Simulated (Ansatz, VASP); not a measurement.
# ZnSe: VASP beside Ansatz

```
Zn Se
1.0
    -2.78390    2.78390    0.00000
     0.00000    0.00000    5.56780
     2.78390    2.78390    0.00000
Zn Se
2 2
Direct
  0.00000 0.00000 0.00000
  0.50000 0.50000 0.50000
  0.00000 0.25000 0.50000
  0.50000 0.75000 0.00000
```

Alike in both runs: task single point; functional LDA; k mesh 7 × 5 × 7; occupations fermi-dirac, width 0.02 eV; no spin polarisation.

```csv
,VASP,Ansatz
version,VASP 6.6.1,Ansatz 0.2.0
potentials or method,"VASP PAW LDA potentials, release 64 (Zn, Se), cutoff 520 eV","all-electron LAPW, scalar-relativistic"
```

```csv
,VASP,Ansatz,Ansatz less VASP
gap on the k mesh at the Fermi level (eV),1.29,1.25,-0.040
pressure (GPa),0.4,0.0,-0.37
```

LDA's correlation is that of Perdew and Zunger in VASP and of Perdew and Wang (1992) in Ansatz. Ansatz ran all-electron here, and VASP with PAW potentials.
